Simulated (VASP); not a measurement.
Wanted: the native input for a VASP 6.6.1 run.

* Task: single point
* Functional: PBE
* Potentials or basis: VASP PAW PBE potentials, release 64 (Mn_pv, O)
* Cutoff: 520 eV
* k mesh: 23 × 23 × 23
* Occupations: fermi-dirac, width 0.0612256 eV
* Spin: no spin polarisation
* Dipole correction: no
* Further INCAR settings: ALGO = Normal; EDIFF = 1e-06; NBANDS = 16

The structure of MnO (rock salt type) lies in POSCAR:

```
MnO
1.0
    0.0000000000      2.0247301563      2.0247301563
    2.0247301563      0.0000000000      2.0247301563
    2.0247301563      2.0247301563      0.0000000000
Mn O
1 1
Direct
    0.0000000000      0.0000000000      0.0000000000
    0.5000000000      0.5000000000      0.5000000000
```

The input as run:

INCAR

```
  PREC = Accurate
  ENCUT = 520
  EDIFF = 1E-6
  ISMEAR = -1
  SIGMA = 0.06122561905347299
  LREAL = F
  LASPH = T
  NELM = 60
  ALGO = Normal
  ISIF = 2
  LWAVE = F
  LCHARG = F
  GGA = PE
  NBANDS = 16
```

KPOINTS

```
Automatic mesh
0
Gamma
  23 23 23
```

Potentials or basis: VASP PAW PBE potentials, release 64 (Mn_pv, O).

Command:

```console
$ cat potpaw_PBE.64/Mn_pv/POTCAR potpaw_PBE.64/O/POTCAR > POTCAR
$ mpirun -np 1 vasp_std > vasp.out
```

Results of the run:

The pressure is 12.1 GPa and the band gap on the k mesh is zero (an odd number of electrons rules out a gap without spin polarisation).

Caveat: the cell stands under pressure; an odd number of electrons without spin polarisation forces a metal; a magnetic or distorted state may lie lower; the run has no spin polarisation, though such a crystal can be magnetic; semilocal functionals often make such compounds metallic where correlation or magnetic order opens a gap, which also shifts bond lengths.

Wall time 2.2 min on 1 thread of Intel Xeon 8259CL, with other jobs on the host, peak memory 0.22 GiB.
